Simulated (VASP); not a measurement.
# Al5Cl2 (P6/mmm) in VASP: further runs, part 2 of 2

VASP 6.6.1.

**3. Relaxation of cell and atoms, PBE**

This run uses another cell than the first one, of 20.63 Å³/atom.

Contents of INCAR:

```
SYSTEM = Al5Cl2
PREC     = Accurate       ! precision mode
ENCUT    = 600            ! plane-wave cutoff, eV
EDIFF    = 1E-7           ! SCF threshold, eV
ISMEAR   = 0              ! smearing method
SIGMA    = 0.1            ! smearing width, eV
LREAL    = .False.        ! projectors in reciprocal space
LASPH    = .True.         ! aspherical terms in the spheres
NELM     = 100            ! most SCF steps
ALGO     = Normal         ! electronic algorithm
ISIF     = 3              ! what is computed and relaxed
LWAVE    = .False.        ! write WAVECAR
LCHARG   = .False.        ! write CHGCAR
GGA      = PE             ! functional
IBRION   = 2              ! ionic algorithm
NSW      = 90             ! ionic steps
EDIFFG   = -0.04          ! ionic threshold
```

Contents of KPOINTS:

```
regular mesh
0
Gamma
  6 6 4
  0 0 0
```

Contents of POSCAR:

```
Al5Cl2
1.0
    5.5372638546      0.0000000000      0.0000000000
   -2.7686319273      4.7954111656      0.0000000000
    0.0000000000      0.0000000000      5.4393884991
Al Cl
5 2
Direct
    0.0000000000      0.0000000000      0.0000000000
    0.0000000000      0.0000000000      0.5000000000
    0.5000000000      0.0000000000      0.5000000000
    0.0000000000      0.5000000000      0.5000000000
    0.5000000000      0.5000000000      0.5000000000
    0.3333333333      0.6666666667      0.0000000000
    0.6666666667      0.3333333333      0.0000000000
```

Potentials or basis: VASP PAW PBE potentials, release 64 (Al, Cl).

The run is started by

```bash
$ cat potpaw_PBE.64/Al/POTCAR potpaw_PBE.64/Cl/POTCAR > POTCAR
$ mpirun -np 1 vasp_std > vasp.out
```

OUTCAR:

```text
SYSTEM = Al5Cl2
   PREC = Accurate
   ENCUT = 600
   EDIFF = 1E-7
   ISMEAR = 0
   LREAL = .False.
   LASPH = .True.
   NELM = 100
   ISIF = 3
   GGA = PE
   IBRION = 2
   NSW = 90
   EDIFFG = -0.04

 ion  position               nearest neighbor table
   1  0.000  0.000  0.000-   2 2.72   2 2.72
   2  0.000  0.000  0.500-   1 2.72   1 2.72   3 2.77   3 2.77   4 2.77   4 2.77   5 2.77   5 2.77

   3  0.500  0.000  0.500-   2 2.77   2 2.77   5 2.77   5 2.77   4 2.77   4 2.77
   4  0.000  0.500  0.500-   5 2.77   5 2.77   2 2.77   2 2.77   3 2.77   3 2.77
   5  0.500  0.500  0.500-   4 2.77   4 2.77   2 2.77   3 2.77   3 2.77   2 2.77
   6  0.333  0.667  0.000-
   7  0.667  0.333  0.000-

  LATTYP: Found a hexagonal cell.
 ALAT       =     5.5372638546
 C/A-ratio  =     0.9823242385

  Lattice vectors:

 A1 = (   5.5372638546,   0.0000000000,   0.0000000000)
 A2 = (  -2.7686319273,   4.7954111656,   0.0000000000)
 A3 = (   0.0000000000,   0.0000000000,   5.4393884991)

Analysis of symmetry for initial positions (statically):
=====================================================================
 Subroutine PRICEL returns:
 Original cell was already a primitive cell.

 Routine SETGRP: Setting up the symmetry group for a
 hexagonal supercell.

 Subroutine GETGRP returns: Found 24 space group operations
 (whereof 24 operations were pure point group operations)
 out of a pool of 24 trial point group operations.

The static configuration has the point symmetry D_6h.

Analysis of symmetry for dynamics (positions and initial velocities):
=====================================================================
 Subroutine PRICEL returns:
 Original cell was already a primitive cell.

 Routine SETGRP: Setting up the symmetry group for a
 hexagonal supercell.

 Subroutine GETGRP returns: Found 24 space group operations
 (whereof 24 operations were pure point group operations)
 out of a pool of 24 trial point group operations.

The dynamic configuration has the point symmetry D_6h.

 Subroutine INISYM returns: Found 24 space group operations
 (whereof 24 operations are pure point group operations),
 and found     1 'primitive' translations

----------------------------------------------------------------------------------------

                                     Primitive cell

  volume of cell :     144.4346

  direct lattice vectors                    reciprocal lattice vectors
     5.537263855  0.000000000  0.000000000     0.180594609  0.104266346  0.000000000
    -2.768631927  4.795411166  0.000000000     0.000000000  0.208532692  0.000000000
     0.000000000  0.000000000  5.439388499     0.000000000  0.000000000  0.183844195

  length of vectors
     5.537263855  5.537263855  5.439388499     0.208532692  0.208532692  0.183844195

  position of ions in fractional coordinates (direct lattice)
     0.000000000  0.000000000  0.000000000
     0.000000000  0.000000000  0.500000000
     0.500000000  0.000000000  0.500000000
     0.000000000  0.500000000  0.500000000
     0.500000000  0.500000000  0.500000000
     0.333333333  0.666666667  0.000000000
     0.666666667  0.333333333  0.000000000

  ion indices of the primitive-cell ions
   primitive index   ion index
                 1           1
                 2           2
                 3           3
                 4           4
                 5           5
                 6           6
                 7           7

----------------------------------------------------------------------------------------

 KPOINTS: regular mesh

Automatic generation of k-mesh.
 Grid dimensions read from file:
 generate k-points for:    6    6    4

 Generating k-lattice:

  Cartesian coordinates                     Fractional coordinates (reciprocal lattice)
     0.030099101  0.017377724  0.000000000     0.166666667  0.000000000  0.000000000
     0.000000000  0.034755449  0.000000000     0.000000000  0.166666667  0.000000000
     0.000000000  0.000000000  0.045961049     0.000000000  0.000000000  0.250000000

  Length of vectors
     0.034755449  0.034755449  0.045961049

  Shift w.r.t. Gamma in fractional coordinates (k-lattice)
     0.000000000  0.000000000  0.000000000

 Subroutine IBZKPT returns following result:
 ===========================================

 Found     21 irreducible k-points:

 Following reciprocal coordinates:
            Coordinates               Weight
  0.000000  0.000000  0.000000      1.000000
  0.166667  0.000000  0.000000      6.000000
  0.333333  0.000000  0.000000      6.000000
  0.500000  0.000000  0.000000      3.000000
  0.166667  0.166667  0.000000      6.000000
  0.333333  0.166667  0.000000     12.000000
[... 13 lines left out ...]
  0.333333  0.166667  0.500000     12.000000
  0.333333  0.333333  0.500000      2.000000
   k-points           NKPTS =     21   k-points in BZ     NKDIM =     21   number of bands    NBANDS=     18
   number of dos      NEDOS =    301   number of ions     NIONS =      7
   total plane-waves  NPLWV = 110592
   dimension x,y,z NGX =    48 NGY =   48 NGZ =   48
   dimension x,y,z NGXF=    96 NGYF=   96 NGZF=   96
   ions per type =               5   2
   NGX,Y,Z   is equivalent  to a cutoff of  14.41, 14.41, 14.67 a.u.
   NGXF,Y,Z  is equivalent  to a cutoff of  28.82, 28.82, 29.34 a.u.
 SYSTEM =  Al5Cl2
   PREC   = accura    normal or accurate (medium, high low for compatibility)
   ISTART =      0    job   : 0-new  1-cont  2-samecut
   ICHARG =      2    charge: 1-file 2-atom 10-const
   ISPIN  =      1    spin polarized calculation?
   LNONCOLLINEAR =      F non collinear calculations
   LSORBIT =      F    spin-orbit coupling
   LASPH  =      T    aspherical Exc in radial PAW
   ENCUT  =  600.0 eV  44.10 Ry    6.64 a.u.  11.06 11.06 10.86*2*pi/ulx,y,z
   NELM   =    100;   NELMIN=  2; NELMDL= -5     # of ELM steps
   EDIFF  = 0.1E-06   stopping-criterion for ELM
   LREAL  =      F    real-space projection
   EDIFFG = -.4E-01   stopping-criterion for IOM
   NSW    =     90    number of steps for IOM
   IBRION =      2    ionic relax: 0-MD 1-quasi-New 2-CG
   NFREE  =      1    steps in history (QN), initial steepest desc. (CG)
   ISIF   =      3    stress and relaxation
   ISYM   =      2    0-nonsym 1-usesym 2-fastsym
   POTIM  = 0.5000    time-step for ionic-motion
   TEBEG  =    0.0;   TEEND  =   0.0 temperature during run
   PSTRESS=    0.0 pullay stress
   NELECT =      29.0000    total number of electrons
   NUPDOWN=      -1.0000    fix difference up-down
   EMIN   =  10.00;   EMAX   =-10.00  energy-range for DOS
   EFERMI =   0.00;   METHOD = LEGACY
   ISMEAR =     0;   SIGMA  =   0.10  broadening in eV -4-tet -1-fermi 0-gaus
   EFERMI_NEDOS =   21; number of points for ismear=-14 and -15
   IALGO  =     38    algorithm
   IMIX   =      4    mixing-type and parameters
     AMIX     =   0.40;   BMIX     =  1.00
     AMIX_MAG =   1.60;   BMIX_MAG =  1.00
  volume/ion in A,a.u.               =      20.63       139.24
  Fermi-wavevector in a.u.,A,eV,Ry     =   0.958629  1.811546 12.503333  0.918969
  Thomas-Fermi vector in A             =   2.087753
   LORBIT       =      0    0 simple, 1 ext, 2 COOP (PROOUT), +10 PAW based schemes
   GGA     = PE    functional components
   LHFCALC =     F    Hartree Fock is set to
   AEXX    =    0.0000 exact exchange contribution
   IVDW    =     0    specifies the selected vdW correction
   LEPSILON=     F    determine dielectric tensor
   LRPA    =     F    only Hartree local field effects (RPA)
 conjugate gradient relaxation of ions
 non-spin polarized calculation
 Gauss-broadening in eV      SIGMA  =   0.10
  energy-cutoff  :      600.00
  volume of cell :      144.43
 maximum number of plane-waves:      4836
 NGX is ok and might be reduce to    48
   NGX = 23   NGY = 23   NGZ = 21

--------------------------------------- Ionic step        1  -------------------------------------------

 number of electron      29.0000002 magnetization

 Free energy of the ion-electron system (eV)
  ---------------------------------------------------
  ext. energy  EPLUGINS =         0.00000000
  ---------------------------------------------------
  free energy    TOTEN  =       -22.95219052 eV

  energy without entropy =      -22.93635365  energy(sigma->0) =      -22.94427209

------------------------ aborting loop because EDIFF is reached ----------------------------------------

  FORCE on cell =-STRESS in cart. coord.  units (eV):
  Direction    XX          YY          ZZ          XY          YZ          ZX
  --------------------------------------------------------------------------------------
  -------------------------------------------------------------------------------------
  Total        0.0917483      0.0917483     -1.9179840     -0.0000000     -0.0000000      0.0000000
  in kB        1.0177416      1.0177416    -21.2757277     -0.0000000     -0.0000000      0.0000000
  external PRESSURE =      -6.4134149 kB  Pullay stress =       0.0000000 kB
[... 67 lines left out ...]
  energy  without entropy=      -22.9537068268  energy(sigma->0) =      -22.96150028

--------------------------------------- Ionic step        3  -------------------------------------------

 number of electron      29.0000002 magnetization

 Free energy of the ion-electron system (eV)
  ---------------------------------------------------
  ext. energy  EPLUGINS =         0.00000000
  ---------------------------------------------------
  free energy    TOTEN  =       -22.97116574 eV

  energy without entropy =      -22.95560928  energy(sigma->0) =      -22.96338751

 E-fermi :   5.8303     XC(G=0):  -9.4247

 val. band max:        5.7984483970   @ k =   0.3333   0.0000   0.5000
 cond. band min:       5.8356932852   @ k =   0.1667   0.1667   0.2500
 fundamental gap:      0.0372448882
 Fermi energy:         5.8303374807

 k-point     1 :       0.0000    0.0000    0.0000
  band No.  band energies     occupation
      1     -10.5810      2.00000
      2      -9.6690      2.00000
      3      -2.9001      2.00000
      4      -0.2001      2.00000
      5       0.3253      2.00000
      6       0.3253      2.00000
[... 10 lines left out ...]
     17       5.4785      2.00000
     18       8.4321      0.00000
[... 452 lines left out ...]
  FREE ENERGIE OF THE ION-ELECTRON SYSTEM (eV)
  ---------------------------------------------------
  free  energy   TOTEN  =       -22.9711657370 eV

  energy  without entropy=      -22.9556092804  energy(sigma->0) =      -22.96338751

 reached required accuracy - stopping structural energy minimisation
```

Wall time 77 s (1 thread of AMD EPYC 9R45 (Zen 5), shared host); peak memory 0.31 GiB.

Results:

| Quantity | Value |
| --- | --- |
| Free energy | -22.9712 eV |
| Relaxed volume | 20.28 Å³/atom |
| Relaxed cell | a = 5.542 Å, b = 5.542 Å, c = 5.337 Å, α = 90.00°, β = 90.00°, γ = 120.00° |
| Space group after relaxing (to 0.1 Å) | P6/mmm (No. 191) |
| Energy gained by relaxing | 2.7 meV/atom |
| Ionic steps | 3 |
| Pressure after relaxing | 0.2 GPa |
| Band gap on the k mesh | zero (an odd number of electrons rules out a gap without spin polarisation) |

The path:
| step | energy change (eV) | largest force (eV/Å) | pressure (GPa) | volume (Å³) |
| --- | --- | --- | --- | --- |
| 1 | 0.0000 | 0.0000 | -0.64 | 144.43 |
| 2 | -0.0171 | 0.0000 | -0.10 | 142.71 |
| 3 | -0.0190 | 0.0000 | 0.15 | 141.97 |

Final structure:
```yaml
crystal:
  lattice:
    - [5.54225, 0.00000, 0.00000]
    - [-2.77113, 4.79973, 0.00000]
    - [0.00000, 0.00000, 5.33693]
  atoms:
    - { symbol: Al, position: [0.00000, 0.00000, 0.00000] }
    - { symbol: Al, position: [0.00000, 0.00000, 0.50000] }
    - { symbol: Al, position: [0.50000, 0.00000, 0.50000] }
    - { symbol: Al, position: [0.00000, 0.50000, 0.50000] }
    - { symbol: Al, position: [0.50000, 0.50000, 0.50000] }
    - { symbol: Cl, position: [0.33333, 0.66667, 0.00000] }
    - { symbol: Cl, position: [0.66667, 0.33333, 0.00000] }
```

Caveat: an odd number of electrons without spin polarisation forces a metal; a magnetic or distorted state may lie lower.

**4. Single point, PBE**

This run uses another cell than the first one, of 20.32 Å³/atom.

Contents of INCAR:

```
SYSTEM = Al5Cl2
PREC     = Accurate       ! precision mode
ENCUT    = 520            ! plane-wave cutoff, eV
EDIFF    = 1E-6           ! SCF threshold, eV
ISMEAR   = 0              ! smearing method
SIGMA    = 0.1            ! smearing width, eV
LREAL    = .FALSE.        ! projectors in reciprocal space
LASPH    = .TRUE.         ! aspherical terms in the spheres
NELM     = 60             ! most SCF steps
ALGO     = Normal         ! electronic algorithm
ISIF     = 2              ! what is computed and relaxed
LWAVE    = .FALSE.        ! write WAVECAR
LCHARG   = .TRUE.         ! write CHGCAR
GGA      = PE             ! functional
LELF     = .TRUE.         ! ELF
LVHAR    = .TRUE.       
NBANDS   = 24             ! bands
```

Contents of KPOINTS:

```
Automatic mesh
0
G
  12 12 8
  0 0 0
```

POSCAR, as its differences from that of step 3:

```diff
@@ -2,5 +2,5 @@
 1.0
-    5.5372638546      0.0000000000      0.0000000000
-   -2.7686319273      4.7954111656      0.0000000000
-    0.0000000000      0.0000000000      5.4393884991
+    5.5431324544      0.0000000000      0.0000000000
+   -2.7715662272      4.8004935221      0.0000000000
+    0.0000000000      0.0000000000      5.3446098683
 Al Cl
```

The run is started by

```bash
$ cat potpaw_PBE.64/Al/POTCAR potpaw_PBE.64/Cl/POTCAR > POTCAR
$ mpirun -np 1 vasp_std > vasp.out
```

Wall time 1.8 min (1 thread of AMD EPYC 9R45 (Zen 5), shared host); peak memory 0.38 GiB.

It converged, with:

```
Free energy            : -23.0185 eV
Pressure               : 0.0 GPa
Band gap on the k mesh : zero (an odd number of electrons rules out a gap without spin polarisation)
```

Levels at points of the mesh, in eV from the Fermi level:
```tsv
k point	band 13	band 14	band 15	band 16	band 17	band 18
(0.00, 0.00, 0.00)	-2.16	-1.42	-1.26	-1.26	-0.36	2.59
(0.50, 0.00, 0.00)	-2.09	-1.59	0.97	1.38	1.70	1.76
(0.00, 0.00, 0.50)	-2.28	-2.28	-1.95	-0.72	0.55	1.92
(0.50, 0.00, 0.50)	-1.88	0.06	1.40	1.42	1.57	1.79
```

Caveat: an odd number of electrons without spin polarisation forces a metal; a magnetic or distorted state may lie lower.

**5. Overview**

| task | cell | k mesh | cutoff (eV) | gap on the mesh (eV) | pressure (GPa) | relaxed volume (Å³/atom) |
| --- | --- | --- | --- | --- | --- | --- |
| relaxation of cell and atoms | relaxed from a = 4.241, b = 4.241, c = 8.909 Å, angles 90.0, 90.0, 120.0°, 7 atoms | 6 × 6 × 2 | 600 | none | 0.0 | 20.66 |
| relaxation of cell and atoms | relaxed from a = 5.537, b = 5.537, c = 5.439 Å, angles 90.0, 90.0, 120.0°, 7 atoms | 6 × 6 × 4 | 600 | none | 0.2 | 20.28 |
| single point | a = 5.543, b = 5.543, c = 5.345 Å, angles 90.0, 90.0, 120.0°, 7 atoms | 12 × 12 × 8 | 520 | none | 0.0 | - |

Alike in all rows: level PBE; potentials or basis VASP PAW PBE potentials, release 64 (Al, Cl); no spin polarisation; smearing gaussian 0.1 eV.

Caveats: an odd number of electrons without spin polarisation forces a metal; a magnetic or distorted state may lie lower; a cell axis changed by over 15 % at a fixed basis, so the end point is rough (at least some runs).

Absolute energies hang on the potentials; compare differences alone.
